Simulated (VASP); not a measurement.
Input of a VASP 6.6.1 run:

Contents of INCAR:

```
PREC = Accurate
ENCUT = 520
EDIFF = 1E-7
ISMEAR = 0
SIGMA = 0.01
LREAL = F
LASPH = T
NELM = 100
ALGO = Normal
ISIF = 2
LWAVE = F
LCHARG = T
GGA = PE
LELF = T
LVHAR = T
NBANDS = 18
```

KPOINTS

```
Automatic mesh
0
Gamma
  8 10 6
```

File POSCAR:

```
P
1.0
    4.4651725323      0.0000000000      0.0156415728
    0.0000000000      3.3023664897      0.0000000000
   -1.2545606719      0.0000000000      5.4197155030
P
4
Direct
    0.5302592344      0.0000000000      0.8030638229
    0.1351985411      0.5000000000      0.1970940900
    0.4697407656      0.0000000000      0.1969361771
    0.8648014589      0.5000000000      0.8029059100
```

Potentials or basis: VASP PAW PBE potentials, release 64 (P).

The run is started by

```console
$ cat potpaw_PBE.64/P/POTCAR > POTCAR
$ mpirun -np 1 vasp_std > vasp.out
```

Question: Estimate the band gap on the k mesh.

Answer: 0.03 eV (least direct gap 0.07 eV).

Question: Estimate the pressure.

Answer: 0.8 GPa.

Question: Estimate the largest force.

Answer: 0.056 eV/Å.

Forces on the atoms (eV/Å):
```
P    0.032  0.000  0.042
P    0.032  0.000 -0.046
P   -0.032  0.000 -0.042
P   -0.032  0.000  0.046
```

Caveat: this functional lacks dispersion, which binds the layers, so the pressure and a relaxed spacing across them are unreliable. A k mesh can miss the band edges.
